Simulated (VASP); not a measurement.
# FePt (R-3m) in VASP: single point with PBE

Aim: the single point of FePt with PBE.

Program: VASP 6.6.1. These are calculated values, not measurements. Logs are shortened: lines on timing, memory, paths and dates and some standing lists are left out, and cuts for length are marked.

## Step 1: The cell of the first run

The structure is trigonal, space group R-3m (No. 166). Conventional cell: a = 2.731 Å, b = 2.731 Å, c = 13.129 Å, α = 90.00°, β = 90.00°, γ = 120.00°. Fe (site symmetry -3m) has 6 Pt at 2.70 Å and 6 Fe at 2.73 Å within 3.6 Å. Within 3.6 Å of Pt (site symmetry -3m) lie 6 Fe at 2.70 Å and 6 Pt at 2.73 Å.

## Step 2: Single point, PBE, collinear spin

Input file INCAR:

```
SYSTEM = FePt
PREC = Accurate
ENCUT = 520
EDIFF = 1E-6
ISMEAR = 0
SIGMA = 0.1
LREAL = .False.
LASPH = .True.
NELM = 150
ALGO = Normal
ISIF = 2
LWAVE = .False.
LCHARG = .True.
ISPIN = 2
MAGMOM = 1.3 -0.14
LORBIT = 11
NUPDOWN = 1.0
LMAXMIX = 4
GGA = PE
LELF = .True.
LVHAR = .True.
NBANDS = 20
```

Input file KPOINTS:

```
Automatic mesh
0
Gamma
  18 18 18
  0 0 0
```

Input file POSCAR:

```
FePt
1.0
   -1.8829287842     -1.8829287842     -3.8139328513
   -1.8829287842     -3.8139328513     -1.8829287842
   -3.8139328513     -1.8829287842     -1.8829287842
Fe Pt
1 1
Direct
    0.0000000000      0.0000000000      0.0000000000
    0.5000000000      0.5000000000      0.5000000000
```

Potentials or basis: VASP PAW PBE potentials, release 64 (Fe, Pt).

Run with:

```console
$ cat potpaw_PBE.64/Fe/POTCAR potpaw_PBE.64/Pt/POTCAR > POTCAR
$ mpirun -np 1 vasp_std > vasp.out
```

OUTCAR:

```text
SYSTEM = FePt
   PREC = Accurate
   ENCUT = 520
   EDIFF = 1E-6
   ISMEAR = 0
   LREAL = .False.
   LASPH = .True.
   NELM = 150
   ISIF = 2
   ISPIN = 2
   LORBIT = 11
   NUPDOWN = 1.0
   GGA = PE

 ion  position               nearest neighbor table
   1  0.000  0.000  0.000-   2 2.70   2 2.70   2 2.70   2 2.70   2 2.70   2 2.70
   2  0.500  0.500  0.500-   1 2.70   1 2.70   1 2.70   1 2.70   1 2.70   1 2.70

  LATTYP: Found a trigonal (rhomboedric) cell.
 ALAT       =     4.6515508604
 COS(alpha) =     0.8276660553

  Lattice vectors:

 A1 = (  -1.8829287842,  -1.8829287842,  -3.8139328513)
 A2 = (  -1.8829287842,  -3.8139328513,  -1.8829287842)
 A3 = (  -3.8139328513,  -1.8829287842,  -1.8829287842)

Analysis of symmetry for initial positions (statically):
=====================================================================
 Subroutine PRICEL returns:
 Original cell was already a primitive cell.

 Routine SETGRP: Setting up the symmetry group for a
 trigonal (rhombohedral) supercell.

 Subroutine GETGRP returns: Found 12 space group operations
 (whereof 12 operations were pure point group operations)
 out of a pool of 12 trial point group operations.

The static configuration has the point symmetry D_3d.

Analysis of symmetry for dynamics (positions and initial velocities):
=====================================================================
 Subroutine PRICEL returns:
 Original cell was already a primitive cell.

 Routine SETGRP: Setting up the symmetry group for a
 trigonal (rhombohedral) supercell.

 Subroutine GETGRP returns: Found 12 space group operations
 (whereof 12 operations were pure point group operations)
 out of a pool of 12 trial point group operations.

The dynamic configuration has the point symmetry D_3d.

Analysis of structural, dynamic, and magnetic symmetry:
=====================================================================
 Subroutine PRICEL returns:
 Original cell was already a primitive cell.

 Routine SETGRP: Setting up the symmetry group for a
 trigonal (rhombohedral) supercell.

 Subroutine GETGRP returns: Found 12 space group operations
 (whereof 12 operations were pure point group operations)
 out of a pool of 12 trial point group operations.

The overall configuration has the point symmetry D_3d.

 Subroutine INISYM returns: Found 12 space group operations
 (whereof 12 operations are pure point group operations),
 and found     1 'primitive' translations

----------------------------------------------------------------------------------------

                                     Primitive cell

  volume of cell :      28.2633

  direct lattice vectors                    reciprocal lattice vectors
    -1.882928784 -1.882928784 -3.813932851     0.128645177  0.128645177 -0.389220123
    -1.882928784 -3.813932851 -1.882928784     0.128645177 -0.389220123  0.128645177
    -3.813932851 -1.882928784 -1.882928784    -0.389220123  0.128645177  0.128645177

  length of vectors
     4.651550860  4.651550860  4.651550860     0.429641091  0.429641091  0.429641091

  position of ions in fractional coordinates (direct lattice)
     0.000000000  0.000000000  0.000000000
     0.500000000  0.500000000  0.500000000

  ion indices of the primitive-cell ions
   primitive index   ion index
                 1           1
                 2           2

----------------------------------------------------------------------------------------

 KPOINTS: Automatic mesh

Automatic generation of k-mesh.
 Grid dimensions read from file:
 generate k-points for:   18   18   18

 Generating k-lattice:

  Cartesian coordinates                     Fractional coordinates (reciprocal lattice)
     0.007146954  0.007146954 -0.021623340     0.055555556 -0.000000000 -0.000000000
     0.007146954 -0.021623340  0.007146954    -0.000000000  0.055555556 -0.000000000
    -0.021623340  0.007146954  0.007146954    -0.000000000 -0.000000000  0.055555556

  Length of vectors
     0.023868950  0.023868950  0.023868950

  Shift w.r.t. Gamma in fractional coordinates (k-lattice)
     0.000000000  0.000000000  0.000000000

 Subroutine IBZKPT returns following result:
 ===========================================

 Found    580 irreducible k-points:

 Following reciprocal coordinates:
            Coordinates               Weight
  0.000000  0.000000  0.000000      1.000000
  0.055556  0.000000  0.000000      6.000000
  0.111111  0.000000  0.000000      6.000000
  0.166667  0.000000  0.000000      6.000000
  0.222222  0.000000  0.000000      6.000000
  0.277778  0.000000  0.000000      6.000000
[... 16 lines left out ...]
 -0.277778  0.055556  0.000000     12.000000
 -0.222222  0.055556 -0.000000     12.000000
 [... further k-points ...]
   k-points           NKPTS =    580   k-points in BZ     NKDIM =    580   number of bands    NBANDS=     20
   number of dos      NEDOS =    301   number of ions     NIONS =      2
   total plane-waves  NPLWV =  46656
   dimension x,y,z NGX =    36 NGY =   36 NGZ =   36
   dimension x,y,z NGXF=    72 NGYF=   72 NGZF=   72
   ions per type =               1   1
   NGX,Y,Z   is equivalent  to a cutoff of  12.87, 12.87, 12.87 a.u.
   NGXF,Y,Z  is equivalent  to a cutoff of  25.73, 25.73, 25.73 a.u.
 SYSTEM =  FePt
   PREC   = accura    normal or accurate (medium, high low for compatibility)
   ISTART =      0    job   : 0-new  1-cont  2-samecut
   ICHARG =      2    charge: 1-file 2-atom 10-const
   ISPIN  =      2    spin polarized calculation?
   LNONCOLLINEAR =      F non collinear calculations
   LSORBIT =      F    spin-orbit coupling
   LASPH  =      T    aspherical Exc in radial PAW
   ENCUT  =  520.0 eV  38.22 Ry    6.18 a.u.   8.65  8.65  8.65*2*pi/ulx,y,z
   NELM   =    150;   NELMIN=  2; NELMDL= -5     # of ELM steps
   EDIFF  = 0.1E-05   stopping-criterion for ELM
   LREAL  =      F    real-space projection
   EDIFFG = 0.1E-04   stopping-criterion for IOM
   NSW    =      0    number of steps for IOM
   IBRION =     -1    ionic relax: 0-MD 1-quasi-New 2-CG
   NFREE  =      0    steps in history (QN), initial steepest desc. (CG)
   ISIF   =      2    stress and relaxation
   ISYM   =      2    0-nonsym 1-usesym 2-fastsym
   POTIM  = 0.5000    time-step for ionic-motion
   TEBEG  =    0.0;   TEEND  =   0.0 temperature during run
   PSTRESS=    0.0 pullay stress
   NELECT =      18.0000    total number of electrons
   NUPDOWN=       1.0000    fix difference up-down
   EMIN   =  10.00;   EMAX   =-10.00  energy-range for DOS
   EFERMI =   0.00;   METHOD = LEGACY
   ISMEAR =     0;   SIGMA  =   0.10  broadening in eV -4-tet -1-fermi 0-gaus
   EFERMI_NEDOS =   21; number of points for ismear=-14 and -15
   IALGO  =     38    algorithm
   IMIX   =      4    mixing-type and parameters
     AMIX     =   0.40;   BMIX     =  1.00
     AMIX_MAG =   1.60;   BMIX_MAG =  1.00
  volume/ion in A,a.u.               =      14.13        95.37
  Fermi-wavevector in a.u.,A,eV,Ry     =   1.408503  2.661685 26.992340  1.983881
  Thomas-Fermi vector in A             =   2.530654
   LORBIT       =     11    0 simple, 1 ext, 2 COOP (PROOUT), +10 PAW based schemes
   GGA     = PE    functional components
   LHFCALC =     F    Hartree Fock is set to
   AEXX    =    0.0000 exact exchange contribution
   IVDW    =     0    specifies the selected vdW correction
   LEPSILON=     F    determine dielectric tensor
   LRPA    =     F    only Hartree local field effects (RPA)
 spin polarized calculation
 Gauss-broadening in eV      SIGMA  =   0.10
  energy-cutoff  :      520.00
  volume of cell :       28.26
 maximum number of plane-waves:       774
   NGX = 17   NGY = 17   NGZ = 17

 number of electron      17.9999998 magnetization       0.9999974

 Free energy of the ion-electron system (eV)
  ---------------------------------------------------
  ext. energy  EPLUGINS =         0.00000000
  ---------------------------------------------------
  free energy    TOTEN  =       -13.98686696 eV

  energy without entropy =      -13.96654715  energy(sigma->0) =      -13.97670706

 E-fermi :   8.4284     XC(G=0): -12.9479

 val. band max:        8.4272841780   @ k =  -0.4444   0.0556   0.0556
 cond. band min:       8.0285682421   @ k =   0.4444   0.2778   0.0556
 fundamental gap:     -0.3987159359
 Fermi energy:         8.0272838096

 spin component 1

 k-point     1 :       0.0000    0.0000    0.0000
  band No.  band energies     occupation
      1      -1.1647      1.00000
      2       2.0743      1.00000
      3       4.4462      1.00000
      4       4.4462      1.00000
      5       5.8958      1.00000
      6       5.8958      1.00000
[... 12 lines left out ...]
     19      30.3762      0.00000
     20      31.3022      0.00000
[... 507 lines left out ...]
 k-point    24 :      -0.2222    0.0556   -0.0000
  band No.  band energies     occupation
      1       0.8872      1.00000
      2       3.0535      1.00000
      3       3.9557      1.00000
      4       4.1303      1.00000
      5       5.7136      1.00000
      6       6.1022      1.00000
[... 12 lines left out ...]
     19      28.6469      0.00000
     20      30.5335      0.00000

 [... further k-points ...]

 spin component 2

 k-point     1 :       0.0000    0.0000    0.0000
  band No.  band energies     occupation
      1      -1.1885      1.00000
      2       2.0596      1.00000
      3       4.3942      1.00000
      4       4.3942      1.00000
      5       6.1689      1.00000
      6       6.1689      1.00000
[... 12 lines left out ...]
     19      30.3077      0.00000
     20      31.2671      0.00000
[... 507 lines left out ...]
 k-point    24 :      -0.2222    0.0556   -0.0000
  band No.  band energies     occupation
      1       0.8672      1.00000
      2       3.0066      1.00000
      3       3.9650      1.00000
      4       4.0911      1.00000
      5       5.8778      1.00000
      6       6.1971      1.00000
[... 12 lines left out ...]
     19      28.6428      0.00000
     20      30.4948      0.00000

 [... further k-points ...]

------------------------ aborting loop because EDIFF is reached ----------------------------------------

  FORCE on cell =-STRESS in cart. coord.  units (eV):
  Direction    XX          YY          ZZ          XY          YZ          ZX
  --------------------------------------------------------------------------------------
  -------------------------------------------------------------------------------------
  Total       -2.1549575     -2.1549575     -2.1549575     -0.0012191     -0.0012191     -0.0012191
  in kB     -122.1590721   -122.1590721   -122.1590721     -0.0691091     -0.0691091     -0.0691091
  external PRESSURE =    -122.1590721 kB  Pullay stress =       0.0000000 kB

 VOLUME and BASIS-vectors are now :
 -----------------------------------------------------------------------------
  energy-cutoff  :      520.00
  volume of cell :       28.26
      direct lattice vectors                 reciprocal lattice vectors
    -1.882928784 -1.882928784 -3.813932851     0.128645177  0.128645177 -0.389220123
    -1.882928784 -3.813932851 -1.882928784     0.128645177 -0.389220123  0.128645177
    -3.813932851 -1.882928784 -1.882928784    -0.389220123  0.128645177  0.128645177

 POSITION                                       TOTAL-FORCE (eV/Angst)
 -----------------------------------------------------------------------------------
      0.00000      0.00000      0.00000        -0.000000      0.000000     -0.000000
     -3.78990     -3.78990     -3.78990         0.000000      0.000000      0.000000
 -----------------------------------------------------------------------------------
    total drift:                               -0.000000     -0.000000     -0.000000

  FREE ENERGIE OF THE ION-ELECTRON SYSTEM (eV)
  ---------------------------------------------------
  free  energy   TOTEN  =       -13.9868669626 eV

  energy  without entropy=      -13.9665471530  energy(sigma->0) =      -13.97670706

 total charge

# of ion       s       p       d       tot
------------------------------------------
    1        0.392   0.404   6.191   6.986
    2        0.691   0.660   7.981   9.332
--------------------------------------------------
tot          1.083   1.063  14.171  16.318

 magnetization (x)

# of ion       s       p       d       tot
------------------------------------------
    1       -0.007  -0.014   1.190   1.170
    2       -0.008  -0.032  -0.115  -0.155
--------------------------------------------------
tot         -0.015  -0.045   1.075   1.015
```

Run time: 16 min. Hardware: 1 thread of Intel Xeon Platinum 8488C (Sapphire Rapids), shared host; peak memory 0.66 GiB.

What came out:

| Item | Value |
| --- | --- |
| Free energy | -13.9869 eV |
| Pressure | -12.2 GPa |
| Net moment | 1.00 μB per cell |
| Site moments | Fe +1.17; Pt -0.15 μB |
| Valence electrons inside the program's atomic spheres | Fe 6.99; Pt 9.33 |

Caveat: the cell stands under tension; spin-orbit coupling is left out, which moves the levels of the heavy elements; the total moment is fixed, so each spin has its own Fermi level and the state may be an excited one.
